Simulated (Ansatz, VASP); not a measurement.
## GaSe5: VASP beside Ansatz

```xyz
6
Lattice="3.5777 0.0000 0.0000 -1.7888 3.0983 0.0000 0.0000 0.0000 18.0790" Properties=species:S:1:pos:R:3 pbc="T T T"
Ga    0.0000    0.0000    0.0000
Se    1.7888    1.0328   15.0951
Se    0.0000    0.0000   12.0645
Se    1.7888    1.0328    9.0395
Se    0.0000    0.0000    6.0145
Se    1.7888    1.0328    2.9839
```

Change from the starting cell: species swapped into the Mg5Cd type (P-6m2, No. 187).

Alike in both runs: task single point; functional PBE; k mesh 6 × 6 × 1; occupations gaussian, width 0.1 eV; no spin polarisation.

```csv
,VASP,Ansatz
version,VASP 6.6.1,Ansatz 0.2.0
potentials or method,"VASP PAW PBE potentials, release 64 (Ga_d, Se), cutoff 520 eV","scalar-relativistic, plane waves, PAW"
valence electrons in the cell,43,93
```

|  | VASP | Ansatz | Ansatz less VASP |
| --- | --- | --- | --- |
| gap on the k mesh at the Fermi level (eV) | none | none | - |
| pressure (GPa) | -8.9 | -8.9 | 0.00 |
| traceless stress, the component that is largest in VASP (GPa) | 0.27 | 0.27 | -0.001 |
| rms of the force components (eV/Å) | 0.182 | 0.182 | +0.0001 |

Atom by atom the forces differ by 0.000 eV/Å (rms over components). A gap of «none» marks a metal or a gap that the smearing closes. VASP's potentials hold 43 valence electrons a cell and Ansatz's 93, so a difference there can come from the potentials and not from the codes.
